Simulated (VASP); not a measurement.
# Ge (Fm-3m) in VASP: notebook, part 2 of 2

VASP 6.6.1.

### Step 3. Single point, r2SCAN

This run uses another cell than the first one, of 18.95 Å³/atom, 1.042 times its volume.

The input, POSCAR:

```
Ge
1.0
    0.0000000000      2.1162369513      2.1162369513
    2.1162369513      0.0000000000      2.1162369513
    2.1162369513      2.1162369513      0.0000000000
Ge
1
Direct
    0.0000000000      0.0000000000      0.0000000000
```

The input, INCAR.step1:

```
ALGO = Normal
EDIFF = 1E-4
ENCUT = 520
GGA = PE
ISMEAR = -1
LASPH = T
LCHARG = F
LREAL = F
LWAVE = T
NBANDS = 13
NELM = 60
PREC = Accurate
SIGMA = 0.1
```

The input, INCAR.step2:

```
ALGO = Normal
EDIFF = 1E-6
ENCUT = 520
ISIF = 2
ISMEAR = -1
ISTART = 1
LASPH = T
LCHARG = T
LELF = T
LMIXTAU = T
LREAL = F
LVHAR = T
LWAVE = F
METAGGA = R2SCAN
NBANDS = 13
NELM = 60
PREC = Accurate
SIGMA = 0.1
```

The input, KPOINTS:

```
k-points
0
Gamma
  14 14 14
```

Potentials or basis: VASP PAW PBE potentials, release 64 (Ge_d).

Started as:

```
> cat potpaw_PBE.64/Ge_d/POTCAR > POTCAR
> cp INCAR.step1 INCAR
> mpirun -np 1 vasp_std > vasp.out
> cp INCAR.step2 INCAR
> mpirun -np 1 vasp_std > vasp.out
```

OUTCAR:

```text
EDIFF = 1E-6
   ENCUT = 520
   ISIF = 2
   ISMEAR = -1
   ISTART = 1
   LASPH = T
   LREAL = F
   METAGGA = R2SCAN
   NELM = 60
   PREC = Accurate

 ion  position               nearest neighbor table
   1  0.000  0.000  0.000-

  LATTYP: Found a face centered cubic cell.
 ALAT       =     4.2324739026

  Lattice vectors:

 A1 = (   0.0000000000,   2.1162369513,   2.1162369513)
 A2 = (   2.1162369513,   0.0000000000,   2.1162369513)
 A3 = (   2.1162369513,   2.1162369513,   0.0000000000)

Analysis of symmetry for initial positions (statically):
=====================================================================
 Subroutine PRICEL returns:
 Original cell was already a primitive cell.

 Routine SETGRP: Setting up the symmetry group for a
 face centered cubic supercell.

 Subroutine GETGRP returns: Found 48 space group operations
 (whereof 48 operations were pure point group operations)
 out of a pool of 48 trial point group operations.

The static configuration has the point symmetry O_h .

[... 165 lines left out ...]
 k-point     1 :       0.0000    0.0000    0.0000
  band No.  band energies     occupation
      1     -18.8341      2.00000
      2     -18.8341      2.00000
      3     -18.8341      2.00000
      4     -18.7816      2.00000
      5     -18.7816      2.00000
      6      -7.1951      2.00000
      7      16.1054      0.00000
      8      16.1057      0.00000
      9      16.1057      0.00000
     10      21.3668      0.00000
     11      21.3668      0.00000
     12      21.3669      0.00000
     13      22.5952      0.00000
[... 354 lines left out ...]
  band No.  band energies     occupation
      1     -18.8490      2.00000
      2     -18.8117      2.00000
      3     -18.8013      2.00000
      4     -18.7845      2.00000
      5     -18.7554      2.00000
      6      -5.2276      2.00000
      7       8.7478      0.00000
      8      12.5539      0.00000
      9      13.1755      0.00000
     10      17.7281      0.00000
     11      20.0901      0.00000
     12      24.9511      0.00000
     13      25.3121      0.00000

 [... further k-points ...]

------------------------ aborting loop because EDIFF is reached ----------------------------------------

  FORCE on cell =-STRESS in cart. coord.  units (eV):
  Direction    XX          YY          ZZ          XY          YZ          ZX
  --------------------------------------------------------------------------------------
  -------------------------------------------------------------------------------------
  Total        0.0211257      0.0211257      0.0211257     -0.0000000      0.0000000     -0.0000000
  in kB        1.7856608      1.7856608      1.7856608     -0.0000000      0.0000000     -0.0000000
  external PRESSURE =       1.7856608 kB  Pullay stress =       0.0000000 kB

 VOLUME and BASIS-vectors are now :
 -----------------------------------------------------------------------------
  energy-cutoff  :      520.00
  volume of cell :       18.95
      direct lattice vectors                 reciprocal lattice vectors
     0.000000000  2.116236951  2.116236951    -0.236268439  0.236268439  0.236268439
     2.116236951  0.000000000  2.116236951     0.236268439 -0.236268439  0.236268439
     2.116236951  2.116236951  0.000000000     0.236268439  0.236268439 -0.236268439

 POSITION                                       TOTAL-FORCE (eV/Angst)
 -----------------------------------------------------------------------------------
      0.00000      0.00000      0.00000        -0.000000      0.000000     -0.000000
 -----------------------------------------------------------------------------------
    total drift:                               -0.000000      0.000000     -0.000000

  FREE ENERGIE OF THE ION-ELECTRON SYSTEM (eV)
  ---------------------------------------------------
  free  energy   TOTEN  =       -13.2973914408 eV

  energy  without entropy=      -13.2790149959  energy(sigma->0) =      -13.28820322
```

OUTCAR.step1:

```text
EDIFF = 1E-4
   ENCUT = 520
   GGA = PE
   ISMEAR = -1
   LASPH = T
   LREAL = F
[... 598 lines left out ...]

 POSITION                                       TOTAL-FORCE (eV/Angst)
 -----------------------------------------------------------------------------------
      0.00000      0.00000      0.00000         0.000000     -0.000000      0.000000
 -----------------------------------------------------------------------------------
    total drift:                               -0.000000      0.000000      0.000000

  FREE ENERGIE OF THE ION-ELECTRON SYSTEM (eV)
  ---------------------------------------------------
  free  energy   TOTEN  =        -4.1862380774 eV

  energy  without entropy=       -4.1669805723  energy(sigma->0) =       -4.17660932
```

It took 72 s on 1 thread of Intel Xeon Platinum 8259CL at 2.50GHz (Skylake/Cascade Lake), shared host; peak memory 0.16 GiB.

What came out:

| Quantity | Value |
| --- | --- |
| Free energy | -13.2974 eV |
| Pressure | 0.2 GPa |
| Band gap on the k mesh | zero (band 7 reaches 16.11 eV, above the bottom of band 8 at 4.24 eV) |

Caveat: the PAW data sets were made with another functional, which shifts forces and pressure a little.
